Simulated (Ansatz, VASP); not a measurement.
## One calculation of TeOs, two programs

```xyz
2
Lattice="3.3359 0.0000 0.0000 0.0000 3.3359 0.0000 0.0000 0.0000 3.3359" Properties=species:S:1:pos:R:3 pbc="T T T"
Te    0.0000    0.0000    0.0000
Os    1.6680    1.6680    1.6680
```

Alike in both runs: functional PBE; k mesh 16 × 16 × 16; occupations gaussian, width 0.1 eV; no spin polarisation.

Ansatz relaxed the structure, and its values are those at the end. VASP's run is a single point on that final structure, the one shown.

|  | VASP | Ansatz |
| --- | --- | --- |
| version | VASP 6.6.1 | Ansatz 0.2.0 |
| potentials or method | VASP PAW PBE potentials, release 64 (Te, Os), cutoff 520 eV | scalar-relativistic, plane waves, PAW |
| valence electrons in the cell | 14 | 32 |

|  | VASP | Ansatz | Ansatz less VASP |
| --- | --- | --- | --- |
| gap on the k mesh at the Fermi level (eV) | none | none | - |
| pressure (GPa) | -0.1 | 0.0 | +0.05 |

A gap of «none» marks a metal or a gap that the smearing closes. VASP's potentials hold 14 valence electrons a cell and Ansatz's 32, so a difference there can come from the potentials and not from the codes.

Neither program's run includes spin-orbit coupling.
